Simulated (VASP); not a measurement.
# WS2 (R3m) in VASP: a series of runs

The runs below take WS2 through single point, with PBEsol.

Everything below comes from runs of VASP 6.6.1. Logs are shortened: lines on timing, memory, paths and dates and some standing lists are left out, and cuts for length are marked.

## 1. The cell of the first run

Symmetry: R3m, No. 160, trigonal system. The conventional cell has a = 3.200 Å, b = 3.200 Å, c = 18.733 Å, α = 90.00°, β = 90.00°, γ = 120.00°. Within 3.2 Å of W (site symmetry 3m) lie 6 S at 2.42 to 2.45 Å and 6 W at 3.20 Å. Within 3.2 Å of S (site symmetry 3m) lie 3 W at 2.45 Å and 7 S at 3.17 to 3.20 Å. Within 3.2 Å of S (site symmetry 3m) lie 3 W at 2.42 Å and 7 S at 3.17 to 3.20 Å.

## 2. Single point, PBEsol, non-collinear spin, zero start, spin-orbit coupling

INCAR reads:

```
PREC = Accurate ; ENCUT = 520
EDIFF = 1E-7 ; ISMEAR = -5
SIGMA = 0.05 ; LREAL = F
LASPH = T ; NELM = 150
ALGO = Normal ; ISIF = 2
LWAVE = F ; LCHARG = F
LNONCOLLINEAR = T ; MAGMOM = 0 0 0 0 0 0 0 0 0
LORBIT = 11 ; LSORBIT = T
GGA_COMPAT = F ; LORBMOM = T
LMAXMIX = 4 ; GGA = PS
NBANDS = 39
```

KPOINTS reads:

```
Automatic mesh
0
Gamma
  7 7 7
```

POSCAR reads:

```
WS2
1.0
    1.5997786986      0.9236326623      6.2444391255
   -1.5997786986      0.9236326623      6.2444391255
    0.0000000000     -1.8472653246      6.2444391255
W S
1 2
Direct
    0.0000000000      0.0000000000      0.0000000000
    0.5810000000      0.5810000000      0.5810000000
    0.7503000000      0.7503000000      0.7503000000
```

Potentials or basis: VASP PAW PBE potentials, release 64 (W_sv, S).

Launch:

```
cat potpaw_PBE.64/W_sv/POTCAR potpaw_PBE.64/S/POTCAR > POTCAR
mpirun -np 1 vasp_ncl > vasp.out
```

OUTCAR:

```text
PREC = Accurate
   ENCUT = 520
   EDIFF = 1E-7
   ISMEAR = -5
   LREAL = F
   LASPH = T
   NELM = 150
   ISIF = 2
   LNONCOLLINEAR = T
   LORBIT = 11
   LSORBIT = T
   GGA = PS

 ion  position               nearest neighbor table
   1  0.000  0.000  0.000-   3 2.42   3 2.42   3 2.42   2 2.45   2 2.45   2 2.45
   2  0.581  0.581  0.581-   1 2.45   1 2.45   1 2.45
   3  0.750  0.750  0.750-   1 2.42   1 2.42   1 2.42

  LATTYP: Found a trigonal (rhomboedric) cell.
 ALAT       =     6.5119435786
 COS(alpha) =     0.8792940837

  Lattice vectors:

 A1 = (   1.5997786986,   0.9236326623,   6.2444391255)
 A2 = (  -1.5997786986,   0.9236326623,   6.2444391255)
 A3 = (   0.0000000000,  -1.8472653246,   6.2444391255)

Analysis of symmetry for initial positions (statically):
=====================================================================
 Subroutine PRICEL returns:
 Original cell was already a primitive cell.

 Routine SETGRP: Setting up the symmetry group for a
 trigonal (rhombohedral) supercell.

 Subroutine GETGRP returns: Found  6 space group operations
 (whereof  6 operations were pure point group operations)
 out of a pool of 12 trial point group operations.

The static configuration has the point symmetry C_3v.

Analysis of symmetry for dynamics (positions and initial velocities):
=====================================================================
 Subroutine PRICEL returns:
 Original cell was already a primitive cell.

 Routine SETGRP: Setting up the symmetry group for a
 trigonal (rhombohedral) supercell.

 Subroutine GETGRP returns: Found  6 space group operations
 (whereof  6 operations were pure point group operations)
 out of a pool of 12 trial point group operations.

The dynamic configuration has the point symmetry C_3v.

Analysis of structural, dynamic, and magnetic symmetry:
=====================================================================
 Subroutine PRICEL returns:
 Original cell was already a primitive cell.

 Routine SETGRP: Setting up the symmetry group for a
 trigonal (rhombohedral) supercell.

 Subroutine GETGRP returns: Found  6 space group operations
 (whereof  6 operations were pure point group operations)
 out of a pool of 12 trial point group operations.

The overall configuration has the point symmetry C_3v.

 Subroutine INISYM returns: Found  6 space group operations
 (whereof  6 operations are pure point group operations),
 and found     1 'primitive' translations

----------------------------------------------------------------------------------------

                                     Primitive cell

  volume of cell :      55.3610

  direct lattice vectors                    reciprocal lattice vectors
     1.599778699  0.923632662  6.244439125     0.312543229  0.180446917  0.053380828
    -1.599778699  0.923632662  6.244439125    -0.312543229  0.180446917  0.053380828
     0.000000000 -1.847265325  6.244439125     0.000000000 -0.360893835  0.053380828

  length of vectors
     6.511943579  6.511943579  6.511943579     0.364820329  0.364820329  0.364820329

  position of ions in fractional coordinates (direct lattice)
     0.000000000  0.000000000  0.000000000
     0.581000000  0.581000000  0.581000000
     0.750300000  0.750300000  0.750300000

  ion indices of the primitive-cell ions
   primitive index   ion index
                 1           1
                 2           2
                 3           3

----------------------------------------------------------------------------------------

 KPOINTS: Automatic mesh

Automatic generation of k-mesh.
 Grid dimensions read from file:
 generate k-points for:    7    7    7

 Generating k-lattice:

  Cartesian coordinates                     Fractional coordinates (reciprocal lattice)
     0.044649033  0.025778131  0.007625833     0.142857143  0.000000000  0.000000000
    -0.044649033  0.025778131  0.007625833     0.000000000  0.142857143  0.000000000
     0.000000000 -0.051556262  0.007625833     0.000000000  0.000000000  0.142857143

  Length of vectors
     0.052117190  0.052117190  0.052117190

  Shift w.r.t. Gamma in fractional coordinates (k-lattice)
     0.000000000  0.000000000  0.000000000

 TETIRR: Found    343 inequivalent tetrahedra from     2058

 Subroutine IBZKPT returns following result:
 ===========================================

 Found     84 irreducible k-points:

 Following reciprocal coordinates:
            Coordinates               Weight
  0.000000  0.000000  0.000000      1.000000
  0.142857 -0.000000 -0.000000      3.000000
 -0.142857  0.000000  0.000000      3.000000
  0.285714  0.000000 -0.000000      3.000000
 -0.285714  0.000000  0.000000      3.000000
[... 47 lines left out ...]
   TEBEG  =    0.0;   TEEND  =   0.0 temperature during run
   PSTRESS=    0.0 pullay stress
   NELECT =      26.0000    total number of electrons
   NUPDOWN=      -1.0000    fix difference up-down
   EMIN   =  10.00;   EMAX   =-10.00  energy-range for DOS
[... 66 lines left out ...]
  --------------------------------------------------------------------------------------
  -------------------------------------------------------------------------------------
  Total       -2.2164584     -2.2164584     -2.0794647      0.0000000      0.0000000      0.0000000
  in kB      -64.1455129    -64.1455129    -60.1808420      0.0000000      0.0000000      0.0000000
  external PRESSURE =     -62.8239559 kB  Pullay stress =       0.0000000 kB

 VOLUME and BASIS-vectors are now :
 -----------------------------------------------------------------------------
  energy-cutoff  :      520.00
  volume of cell :       55.36
      direct lattice vectors                 reciprocal lattice vectors
     1.599778699  0.923632662  6.244439125     0.312543229  0.180446917  0.053380828
    -1.599778699  0.923632662  6.244439125    -0.312543229  0.180446917  0.053380828
     0.000000000 -1.847265325  6.244439125     0.000000000 -0.360893835  0.053380828

 POSITION                                       TOTAL-FORCE (eV/Angst)
 -----------------------------------------------------------------------------------
      0.00000      0.00000      0.00000         0.000000      0.000000     -0.544895
      0.00000      0.00000     10.88406         0.000000     -0.000000      0.954331
      0.00000      0.00000     14.05561         0.000000      0.000000     -0.409435
 -----------------------------------------------------------------------------------
    total drift:                               -0.000000     -0.000000     -0.000056

  FREE ENERGIE OF THE ION-ELECTRON SYSTEM (eV)
  ---------------------------------------------------
  free  energy   TOTEN  =       -25.9796249581 eV

  energy  without entropy=      -25.9796249581  energy(sigma->0) =      -25.97962496

 orbital moment (x)

 # of ion     p       d       tot
 ----------------------------------------
  1        -0.000   0.000   0.000
  2         0.000   0.000   0.000
  3         0.000   0.000   0.000
 ----------------------------------------
           -0.000   0.000   0.000

 orbital moment (y)

 # of ion     p       d       tot
 ----------------------------------------
  1        -0.000   0.000  -0.000
  2        -0.000   0.000  -0.000
  3        -0.000   0.000  -0.000
 ----------------------------------------
           -0.000   0.000  -0.000

 orbital moment (z)

 # of ion     p       d       tot
 ----------------------------------------
  1        -0.000   0.000  -0.000
  2         0.000   0.000   0.000
  3         0.000   0.000   0.000
 ----------------------------------------
           -0.000   0.000  -0.000

 Spin-Orbit-Coupling matrix elements

 Ion:    1  E_soc:     -1.5024840
 l=   1
     0.0000000    -0.2223402    -0.2232233
    -0.2223402     0.0000000    -0.2223402
    -0.2232233    -0.2223402     0.0000000
 l=   2
     0.0000000    -0.0052863     0.0000000    -0.0052863    -0.0234400
    -0.0052863     0.0000000    -0.0171343    -0.0044846    -0.0052863
     0.0000000    -0.0171343     0.0000000    -0.0171343     0.0000000
    -0.0052863    -0.0044846    -0.0171343     0.0000000    -0.0052863
    -0.0234400    -0.0052863     0.0000000    -0.0052863     0.0000000
 l=   3
     0.0000000     0.0000000     0.0000000     0.0000000     0.0000000     0.0000000     0.0000000
     0.0000000     0.0000000     0.0000000     0.0000000     0.0000000     0.0000000     0.0000000
     0.0000000     0.0000000     0.0000000     0.0000000     0.0000000     0.0000000     0.0000000
     0.0000000     0.0000000     0.0000000     0.0000000     0.0000000     0.0000000     0.0000000
[... 29 lines left out ...]
 l=   2
     0.0000000     0.0000000     0.0000000     0.0000000     0.0000000
     0.0000000     0.0000000     0.0000000     0.0000000     0.0000000
     0.0000000     0.0000000     0.0000000     0.0000000     0.0000000
     0.0000000     0.0000000     0.0000000     0.0000000     0.0000000
     0.0000000     0.0000000     0.0000000     0.0000000     0.0000000
 l=   3
     0.0000000     0.0000000     0.0000000     0.0000000     0.0000000     0.0000000     0.0000000
     0.0000000     0.0000000     0.0000000     0.0000000     0.0000000     0.0000000     0.0000000
     0.0000000     0.0000000     0.0000000     0.0000000     0.0000000     0.0000000     0.0000000
     0.0000000     0.0000000     0.0000000     0.0000000     0.0000000     0.0000000     0.0000000
     0.0000000     0.0000000     0.0000000     0.0000000     0.0000000     0.0000000     0.0000000
     0.0000000     0.0000000     0.0000000     0.0000000     0.0000000     0.0000000     0.0000000
     0.0000000     0.0000000     0.0000000     0.0000000     0.0000000     0.0000000     0.0000000

 total charge

# of ion       s       p       d       tot
------------------------------------------
    1        2.317   6.314   3.358  11.989
    2        1.355   2.315   0.000   3.670
    3        1.353   2.331   0.000   3.684
--------------------------------------------------
tot          5.024  10.960   3.358  19.342

 magnetization (x)

# of ion       s       p       d       tot
------------------------------------------
    1        0.000   0.000   0.000   0.000
    2        0.000  -0.000   0.000  -0.000
    3        0.000   0.000   0.000   0.000
--------------------------------------------------
tot          0.000  -0.000   0.000  -0.000

 magnetization (y)

# of ion       s       p       d       tot
------------------------------------------
    1        0.000   0.000  -0.000  -0.000
    2        0.000   0.000   0.000   0.000
    3        0.000  -0.000   0.000  -0.000
--------------------------------------------------
tot          0.000  -0.000  -0.000  -0.000

 magnetization (z)

# of ion       s       p       d       tot
------------------------------------------
    1        0.000   0.000   0.000   0.000
    2        0.000   0.000   0.000   0.000
    3        0.000   0.000   0.000   0.000
--------------------------------------------------
tot          0.000   0.000   0.000   0.000
```

It took 33 min on 1 thread of Oxide Virtual Turin-like, shared host; peak memory 0.83 GiB.

Results:

| Quantity | Value |
| --- | --- |
| Free energy | -25.9796 eV |
| Pressure | -6.3 GPa |
| Largest force | 0.954 eV/Å |
| Net moment | 0.00 μB per cell |
| Valence electrons inside the program's atomic spheres | W 11.99; S 3.67, 3.68 |

Forces on the atoms (eV/Å):
```
W    0.000  0.000 -0.545
S    0.000  0.000  0.954
S    0.000  0.000 -0.409
```

Stress tensor (GPa, compression positive):
```
-6.41  0.00  0.00
 0.00 -6.41  0.00
 0.00  0.00 -6.02
```

Moments on the atoms (μB; x, y, z):
```
W   0.00 0.00 0.00
S   0.00 0.00 0.00
S   0.00 0.00 0.00
```

Caveat: the cell stands under tension; the PAW data sets were made with another functional, which shifts forces and pressure a little.

## 3. Single point, PBEsol, non-collinear spin, zero start, spin-orbit coupling

This run uses another cell than the first one, of 18.81 Å³/atom.

INCAR reads:

```
ALGO = Normal ; EDIFF = 1E-6
ENCUT = 520 ; GGA = PS
GGA_COMPAT = F ; ISIF = 2
ISMEAR = -5 ; LASPH = T
LCHARG = F ; LMAXMIX = 4
LORBIT = 11 ; LORBMOM = T
LREAL = F ; LSORBIT = T
LWAVE = F ; MAGMOM = 0 0 0 0 0 0 0 0 0
NBANDS = 39 ; NELM = 150
PREC = Accurate ; SIGMA = 0.05
```

KPOINTS reads:

```
k-points
0
Gamma
  7 7 7
```

POSCAR reads:

```
WS2
1.0
    1.6099686466      0.9295158316      6.2842136955
   -1.6099686466      0.9295158316      6.2842136955
    0.0000000000     -1.8590316630      6.2842136955
W S
1 2
Direct
    0.0000000000      0.0000000000      0.0000000000
    0.5810000000      0.5810000000      0.5810000000
    0.7503000000      0.7503000000      0.7503000000
```

Potentials or basis: VASP PAW PBE potentials, release 64 (W_sv, S).

Launch:

```
cat potpaw_PBE.64/W_sv/POTCAR potpaw_PBE.64/S/POTCAR > POTCAR
mpirun -np 1 vasp_ncl > vasp.out
```

Run time: 38 min. Hardware: 1 thread of Oxide Virtual Turin-like, shared host; peak memory 0.88 GiB.

Results (log left out):

| Item | Value |
| --- | --- |
| Free energy | -25.9297 eV |
| Pressure | -8.8 GPa |
| Largest force | 1.235 eV/Å |
| Net moment | 0.00 μB per cell |
| Valence electrons inside the program's atomic spheres | W 11.95; S 3.66, 3.67 |

Forces in eV/Å, atoms in the order of the input:
```
W    0.000  0.000 -0.520
S    0.000  0.000  1.235
S    0.000  0.000 -0.715
```

Stress tensor (GPa, compression positive):
```
-8.88  0.00  0.00
 0.00 -8.88  0.00
 0.00  0.00 -8.74
```

Moments on the atoms (μB; x, y, z):
```
W   0.00 0.00 0.00
S   0.00 0.00 0.00
S   0.00 0.00 0.00
```

Caveat: the cell stands under tension; the PAW data sets were made with another functional, which shifts forces and pressure a little.

## 4. Single point, PBEsol, non-collinear spin, zero start, spin-orbit coupling

This run uses another cell than the first one, of 17.39 Å³/atom.

INCAR reads:

```
SYSTEM = WS2
PREC = Accurate ; ENCUT = 520
EDIFF = 1E-6 ; ISMEAR = -5
SIGMA = 0.05 ; LREAL = .FALSE.
LASPH = .TRUE. ; NELM = 150
ALGO = Normal ; ISIF = 2
LWAVE = .FALSE. ; LCHARG = .FALSE.
MAGMOM = 0 0 0 0 0 0 0 0 0 ; LORBIT = 11
LSORBIT = .TRUE. ; GGA_COMPAT = .FALSE.
LORBMOM = .TRUE. ; LMAXMIX = 4
GGA = PS ; NBANDS = 39
```

KPOINTS reads:

```
regular mesh
0
G
  7 7 7
  0 0 0
```

POSCAR reads:

```
WS2
1.0
    1.5684023653      0.9055175278      6.1219674337
   -1.5684023653      0.9055175278      6.1219674337
    0.0000000000     -1.8110350555      6.1219674337
W S
1 2
Direct
    0.0000000000      0.0000000000      0.0000000000
    0.5810000000      0.5810000000      0.5810000000
    0.7503000000      0.7503000000      0.7503000000
```

Launch:

```
cat potpaw_PBE.64/W_sv/POTCAR potpaw_PBE.64/S/POTCAR > POTCAR
mpirun -np 1 vasp_ncl > vasp.out
```

Wall time 23 min (1 thread of Oxide Virtual Turin-like, shared host); peak memory 0.79 GiB.

Results (log left out):

| Item | Value |
| --- | --- |
| Free energy | -26.0134 eV |
| Pressure | 3.3 GPa |
| Largest force | 0.657 eV/Å |
| Net moment | 0.00 μB per cell |
| Valence electrons inside the program's atomic spheres | W 12.13; S 3.70, 3.72 |

Forces in eV/Å, atoms in the order of the input:
```
W    0.000  0.000 -0.627
S    0.000  0.000 -0.030
S    0.000  0.000  0.657
```

Stress tensor (GPa, compression positive):
```
2.81 0.00 0.00
0.00 2.81 0.00
0.00 0.00 4.13
```

Moments on the atoms (μB; x, y, z):
```
W   0.00 0.00 0.00
S   0.00 0.00 0.00
S   0.00 0.00 0.00
```

Caveat: the cell stands under pressure; the PAW data sets were made with another functional, which shifts forces and pressure a little.

## 5. Single point, PBEsol, non-collinear spin, zero start, spin-orbit coupling

This run uses another cell than the first one, of 17.74 Å³/atom.

INCAR reads:

```
PREC = Accurate
ENCUT = 520
EDIFF = 1E-7
ISMEAR = -5
SIGMA = 0.05
LREAL = False
LASPH = True
NELM = 150
ALGO = Normal
ISIF = 2
LWAVE = False
LCHARG = True
MAGMOM = 0 0 0 0 0 0 0 0 0
LORBIT = 11
LSORBIT = True
GGA_COMPAT = False
LORBMOM = True
LMAXMIX = 4
GGA = PS
LVHAR = True
NBANDS = 39
```

KPOINTS reads:

```
regular mesh
0
Gamma
  7 7 7
```

POSCAR reads:

```
WS2
1.0
    1.5790000000      0.9116360751      6.1633333333
   -1.5790000000      0.9116360751      6.1633333333
    0.0000000000     -1.8232721501      6.1633333333
W S
1 2
Direct
    0.0000000000      0.0000000000      0.0000000000
    0.5810000000      0.5810000000      0.5810000000
    0.7503000000      0.7503000000      0.7503000000
```

Launch:

```
cat potpaw_PBE.64/W_sv/POTCAR potpaw_PBE.64/S/POTCAR > POTCAR
mpirun -np 1 vasp_ncl > vasp.out
```

Wall time 32 min (1 thread of Oxide Virtual Turin-like, shared host); peak memory 0.8 GiB.

Results (log left out):

```
Free energy                                           : -26.0236 eV
Pressure                                              : -0.3 GPa
Largest force                                         : 0.598 eV/Å
Net moment                                            : 0.00 μB per cell
Valence electrons inside the program's atomic spheres : W 12.08; S 3.69, 3.71
```

Forces on the atoms (eV/Å):
```
W    0.000  0.000 -0.598
S    0.000  0.000  0.324
S    0.000  0.000  0.274
```

Stress tensor (GPa, compression positive):
```
-0.60  0.00  0.00
 0.00 -0.60  0.00
 0.00  0.00  0.39
```

Moments on the atoms (μB; x, y, z):
```
W   0.00 0.00 0.00
S   0.00 0.00 0.00
S   0.00 0.00 0.00
```

Caveat: the PAW data sets were made with another functional, which shifts forces and pressure a little.

## 6. Overview

```tsv
cell	pressure (GPa)	moment (μB)	largest force (eV/Å)
a = 6.512 Å, angles 28.4°, 3 atoms	-6.3	0.00	0.95
a = 6.553 Å, angles 28.4°, 3 atoms	-8.8	0.00	1.23
a = 6.384 Å, angles 28.4°, 3 atoms	3.3	0.00	0.66
a = 6.427 Å, angles 28.4°, 3 atoms	-0.3	0.00	0.60
```

Alike in all rows: task single point; level PBEsol; potentials or basis VASP PAW PBE potentials, release 64 (W_sv, S); spin non-collinear, zero start, SOC; k mesh 7 × 7 × 7; cutoff (eV) 520; smearing tetrahedron.

Caveats: the PAW data sets were made with another functional, which shifts forces and pressure a little; the cell stands under tension (at least some runs); the cell stands under pressure (at least some runs).

Total energies depend on the potentials used, so only differences within one code and one set of settings carry meaning.
